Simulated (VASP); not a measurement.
## HfN (HfN (Fm-3m)): single point with PBE

Crystal: HfN (HfN (Fm-3m)).

```
Hf N
1.0
     0.00000    2.27393    2.27393
     2.27393    0.00000    2.27393
     2.27393    2.27393    0.00000
Hf N
1 1
Direct
  0.00000 0.00000 0.00000
  0.50000 0.50000 0.50000
```

```yaml
Program: VASP 6.6.1
Task: single point
Functional: PBE
Potentials_or_basis: VASP PAW PBE potentials, release 64 (Hf_pv, N)
Cutoff: 520 eV
k_mesh: 15 × 15 × 15
Occupations: methfessel-paxton, width 0.1 eV
Spin: no spin polarisation
```

The pressure is -2.4 GPa.

Levels at points of the mesh, in eV from the Fermi level:
| k point | band 4 | band 5 | band 6 | band 7 | band 8 | band 9 | band 10 | band 11 | band 12 | band 13 |
| --- | --- | --- | --- | --- | --- | --- | --- | --- | --- | --- |
| (0.00, 0.00, 0.00) | -17.42 | -3.03 | -3.03 | -3.03 | -0.36 | -0.36 | -0.36 | 1.59 | 1.90 | 1.90 |

It took 11 s on 1 thread of Intel(R) Xeon(R) 6975P-C (Granite Rapids), on a shared host, peak memory 0.17 GiB.

Caveat: spin-orbit coupling is left out, which moves the levels of the heavy elements.
